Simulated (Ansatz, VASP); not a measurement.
Two plane-wave programs on AlN

File POSCAR:

```
AlN
1.0
    3.1066653383      0.0000000000      0.0000000000
   -1.5533326691      2.6904511040      0.0000000000
    0.0000000000      0.0000000000      4.9784048429
Al N
2 2
Direct
    0.3333333333      0.6666666667      0.0920833014
    0.6666666667      0.3333333333      0.5016929024
    0.3333333333      0.6666666667      0.3833070976
    0.6666666667      0.3333333333      0.8833070976
```

Contents of INCAR.step1:

```
  PREC = Accurate
  ENCUT = 520
  ISMEAR = 0
  SIGMA = 0.05
  LREAL = False
  LASPH = True
  NELM = 60
  NBANDS = 16
  GGA = PE
  ALGO = Normal
  EDIFF = 1E-4
  LWAVE = True
  LCHARG = False
```

INCAR.step2

```
  PREC = Accurate
  ENCUT = 520
  EDIFF = 1E-6
  ISMEAR = 0
  SIGMA = 0.05
  LREAL = False
  LASPH = True
  NELM = 60
  ALGO = Normal
  ISIF = 2
  LWAVE = False
  LCHARG = True
  METAGGA = R2SCAN
  LMIXTAU = True
  LELF = True
  LVHAR = True
  NBANDS = 16
  ISTART = 1
```

The input KPOINTS:

```
Automatic mesh
0
Gamma
  12 12 6
```

Input for Ansatz:

```yaml
crystal:
  lattice:
    - [3.1066653383, 0.0, 0.0]
    - [-1.5533326691, 2.690451104, 0.0]
    - [0.0, 0.0, 4.9784048429]
  atoms:
    - { symbol: Al, position: [0.3333333333, 0.6666666667, 0.0920833014] }
    - { symbol: Al, position: [0.6666666667, 0.3333333333, 0.5016929024] }
    - { symbol: "N", position: [0.3333333333, 0.6666666667, 0.3833070976] }
    - { symbol: "N", position: [0.6666666667, 0.3333333333, 0.8833070976] }
basis:
  ecutwfc: 500
kpoints:
  mp_grid: { grid: [12, 12, 6] }
hamiltonian:
  xc: r2scan
scf:
  occupations: { method: gaussian, width: 0.05 }
output:
  forces: true
  stress: true
  eigenvalues: true
```

Alike in both runs: task single point; functional r2SCAN; k mesh 12 × 12 × 6; occupations gaussian, width 0.05 eV; no spin polarisation.

```csv
,VASP,Ansatz
version,VASP 6.6.1,Ansatz 0.2.0
potentials or method,"VASP PAW PBE potentials, release 64 (Al, N), cutoff 520 eV","scalar-relativistic, plane waves, PAW"
valence electrons in the cell,16,16
```

```tsv
	VASP	Ansatz	Ansatz less VASP
gap on the k mesh at the Fermi level (eV)	1.96	1.91	-0.042
least direct gap on the mesh (eV)	1.96	1.91	-0.042
pressure (GPa)	26.2	26.3	+0.16
traceless stress, the component that is largest in VASP (GPa)	55.14	54.44	-0.697
rms of the force components (eV/Å)	8.894	8.840	-0.0533
```

VASP's potentials were made for PBE, not for r2SCAN. Atom by atom the forces differ by 0.056 eV/Å (rms over components).
